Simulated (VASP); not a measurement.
Write the native input for VASP 6.6.1 that does the following.

```yaml
Task: single point
Functional: PBEsol
Potentials_or_basis: VASP PAW PBE potentials, release 64 (Pt)
Cutoff: 520 eV
k_mesh: 18 × 18 × 10
Occupations: gaussian, width 0.15 eV
Spin: no spin polarisation
Dipole_correction: no
Further_INCAR_settings: ALGO = Fast; EDIFF = 1e-06; NBANDS = 17
```

The structure of Pt lies in POSCAR:

```
Pt
1.0
    2.8524000000      0.0000000000      0.0000000000
   -1.4262000000      2.4702508617      0.0000000000
    0.0000000000      0.0000000000      4.6285000000
Pt
2
Direct
    0.6666666667      0.3333333333      0.7500000000
    0.3333333333      0.6666666667      0.2500000000
```

This isn't the form of Pt at room conditions, which is fcc.

The input as run:

INCAR

```
PREC = Accurate
ENCUT = 520
EDIFF = 1E-6
ISMEAR = 0
SIGMA = 0.15
LREAL = False
LASPH = True
NELM = 100
ALGO = Fast
ISIF = 2
LWAVE = False
LCHARG = False
GGA = PS
NBANDS = 17
```

KPOINTS

```
Automatic mesh
0
Gamma
  18 18 10
```

Potentials or basis: VASP PAW PBE potentials, release 64 (Pt).

The run is started by

```bash
$ cat potpaw_PBE.64/Pt/POTCAR > POTCAR
$ mpirun -np 1 vasp_std > vasp.out
```

Results of the run:

```json
{
  "Pressure": "-17.5 GPa",
  "Band gap on the k mesh": "zero (bands 10 and 11 overlap by 1.10 eV)"
}
```

Caveat: the cell stands under tension; the PAW data sets were made with another functional, which shifts forces and pressure a little; spin-orbit coupling is left out, which moves the levels of the heavy elements.

It took 43 s on 1 thread of Intel(R) Xeon(R) 6975P-C (Granite Rapids), with other jobs on the host, peak memory 0.23 GiB.
